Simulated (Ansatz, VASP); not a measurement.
**One calculation of AlCu, two programs**

POSCAR

```
AlCu
1.0
    2.9975090000      0.0000000000      0.0000000000
    0.0000000000      2.9975090000      0.0000000000
    0.0000000000      0.0000000000      2.9975090000
Al Cu
1 1
Direct
   -0.1251038779      0.0000000000      0.0000000000
    0.5000000000      0.5000000000      0.5000000000
```

INCAR.step1

```
SYSTEM = AlCu
PREC = Accurate ; ENCUT = 520
ISMEAR = 0 ; SIGMA = 0.15
LREAL = .FALSE. ; LASPH = .TRUE.
NELM = 80 ; NBANDS = 14
GGA = PE ; ALGO = Normal
EDIFF = 1E-4 ; LWAVE = .TRUE.
LCHARG = .FALSE.
```

The input INCAR.step2:

```
SYSTEM = AlCu
PREC = Accurate ; ENCUT = 520
EDIFF = 1E-6 ; ISMEAR = 0
SIGMA = 0.15 ; LREAL = .FALSE.
LASPH = .TRUE. ; NELM = 80
ALGO = Normal ; ISIF = 2
LWAVE = .FALSE. ; LCHARG = .FALSE.
METAGGA = R2SCAN ; LMIXTAU = .TRUE.
NBANDS = 14 ; ISTART = 1
```

File KPOINTS:

```
Automatic mesh
0
G
  16 16 16
  0 0 0
```

Input for Ansatz:

```yaml
crystal:
  lattice:
    - [2.997509, 0.0, 0.0]
    - [0.0, 2.997509, 0.0]
    - [0.0, 0.0, 2.997509]
  atoms:
    - { symbol: Al, position: [-0.1251038779, 0.0, 0.0] }
    - { symbol: Cu, position: [0.5, 0.5, 0.5] }
basis:
  ecutwfc: 500
kpoints:
  mp_grid: { grid: [16, 16, 16] }
hamiltonian:
  xc: r2scan
scf:
  occupations: { method: gaussian, width: 0.15 }
output:
  forces: true
  stress: true
  eigenvalues: true
```

Change from the starting cell: all Al atoms moved +0.375 Å, as atom 1 towards its neighbour atom 1 (Al) at 2.998 Å.

Alike in both runs: task single point; functional r2SCAN; k mesh 16 × 16 × 16; occupations gaussian, width 0.15 eV; no spin polarisation.

|  | VASP | Ansatz |
| --- | --- | --- |
| version | VASP 6.6.1 | Ansatz 0.2.0 |
| potentials or method | VASP PAW PBE potentials, release 64 (Al, Cu), cutoff 520 eV | scalar-relativistic, plane waves, PAW |
| valence electrons in the cell | 14 | 22 |

```csv
,VASP,Ansatz,Ansatz less VASP
gap on the k mesh at the Fermi level (eV),none,none,-
pressure (GPa),1.3,1.4,+0.07
"traceless stress, the component that is largest in VASP (GPa)",-3.24,-3.23,+0.009
rms of the force components (eV/Å),0.853,0.854,+0.0007
```

VASP's potentials were made for PBE, not for r2SCAN. Atom by atom the forces differ by 0.001 eV/Å (rms over components). A gap of «none» marks a metal or a gap that the smearing closes. With one functional, cell and mesh, what is left measures potentials, basis and numerics. VASP's potentials hold 14 valence electrons a cell and Ansatz's 22, so a difference there can come from the potentials and not from the codes.
